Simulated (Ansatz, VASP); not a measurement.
**Ir in VASP and in Ansatz**

```
CELL_PARAMETERS angstrom
-1.52978 1.52978 1.52978
1.52978 -1.52978 1.52978
1.52978 1.52978 -1.52978
ATOMIC_POSITIONS crystal
Ir 0.00000 0.00000 0.00000
```

Alike in both runs: task relaxation of cell and atoms; functional LDA; k mesh 16 × 16 × 16; occupations fermi-dirac, width 0.15 eV; no spin polarisation.

|  | VASP | Ansatz |
| --- | --- | --- |
| version | VASP 6.6.1 | Ansatz 0.2.0 |
| potentials or method | VASP PAW LDA potentials, release 64 (Ir), cutoff 500 eV | scalar-relativistic, plane waves, PAW |
| valence electrons in the cell | 9 | 17 |

Ansatz gave:

```
gap on the k mesh at the Fermi level, each at its own relaxed structure (eV) : none
relaxed volume (Å³/atom)                                                     : 14.36
relaxed cell length with the largest relative difference (Å)                 : 2.652
```

Question: What did VASP give for the same quantities?

Answer: gap on the k mesh at the Fermi level, each at its own relaxed structure (eV): none; relaxed volume (Å³/atom): 14.45; relaxed cell length with the largest relative difference (Å): 2.658.

Ansatz warns that its potentials were made for another functional, while VASP's fit it. LDA's correlation is that of Perdew and Zunger in VASP and of Perdew and Wang (1992) in Ansatz. A gap of «none» marks a metal or a gap that the smearing closes. VASP's potentials hold 9 valence electrons a cell and Ansatz's 17, so a difference there can come from the potentials and not from the codes.

Spin-orbit coupling is off throughout.
